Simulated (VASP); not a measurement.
Write the native input for VASP 6.6.1 that does the following.

- Task: single point
- Functional: PBE
- Potentials or basis: VASP PAW PBE potentials, release 64 (Y_sv, Pt)
- Cutoff: 520 eV
- k mesh: 12 × 12 × 4
- Occupations: gaussian, width 0.1 eV
- Spin: no spin polarisation
- Dipole correction: no
- Further INCAR settings: ALGO = Fast; EDIFF = 1e-06; NBANDS = 34

The structure of YPt4 lies in POSCAR:

```
YPt4
1.0
    2.9042953339      0.0000000000      0.0000000000
   -1.4521476670      2.5151935393      0.0000000000
    0.0000000000      0.0000000000     11.8454525814
Y Pt
1 4
Direct
    0.0000000000      0.0000000000      0.5000000000
    0.3333333333      0.6666666667      0.7055371003
    0.6666666667      0.3333333333      0.9038484246
    0.3333333333      0.6666666667      0.0961515754
    0.6666666667      0.3333333333      0.2944628997
```

The cell was generated, and may not be a known phase.

The input as run:

INCAR

```
ALGO = Fast
EDIFF = 1E-6
ENCUT = 520
GGA = PE
ISIF = 2
ISMEAR = 0
LASPH = T
LCHARG = F
LREAL = F
LWAVE = F
NBANDS = 34
NELM = 100
PREC = Accurate
SIGMA = 0.1
```

KPOINTS

```
k-points
0
Gamma
  12 12 4
```

Potentials or basis: VASP PAW PBE potentials, release 64 (Y_sv, Pt).

Run with:

```console
$ cat potpaw_PBE.64/Y_sv/POTCAR potpaw_PBE.64/Pt/POTCAR > POTCAR
$ mpirun -np 1 vasp_std > vasp.out
```

Results of the run:

| Quantity | Value |
| --- | --- |
| Pressure | -0.3 GPa |
| Largest force | 0.006 eV/Å |
| Band gap on the k mesh | zero (an odd number of electrons rules out a gap without spin polarisation) |

Caveat: spin-orbit coupling is left out, which moves the levels of the heavy elements.

Run time: 13 min on 1 thread of Oxide Virtual Turin-like Processor, with other jobs on the host, peak memory 0.33 GiB.
